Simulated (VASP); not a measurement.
Input of a VASP 6.6.1 run:

INCAR

```
PREC = Accurate
ENCUT = 520
EDIFF = 1E-6
ISMEAR = 0
SIGMA = 0.15
LREAL = False
LASPH = True
NELM = 100
ALGO = Fast
ISIF = 2
LWAVE = False
LCHARG = False
GGA = PS
NBANDS = 30
```

KPOINTS

```
regular mesh
0
Gamma
  24 24 8
```

The input POSCAR:

```
Cu
1.0
    2.4410025833      0.0000000000      0.0000000000
   -1.2205012917      2.1139702478      0.0000000000
    0.0000000000      0.0000000000      8.7755059134
Cu
4
Direct
    0.0000000000      0.0000000000      0.0000000000
    0.3333333333      0.6666666667      0.2500000000
    0.0000000000      0.0000000000      0.5000000000
    0.6666666667      0.3333333333      0.7500000000
```

Potentials or basis: VASP PAW PBE potentials, release 64 (Cu).

Command:

```sh
$ cat potpaw_PBE.64/Cu/POTCAR > POTCAR
$ mpirun -np 1 vasp_std > vasp.out
```

(1) What does it give for the band gap on the k mesh?

(2) Predict the pressure.

Answers

(1) zero (bands 22 and 23 overlap by 5.85 eV).

(2) 2.4 GPa.

Caveat: the stress differs along the axes, from -10 to 9 GPa; the PAW data sets were made with another functional, which shifts forces and pressure a little.
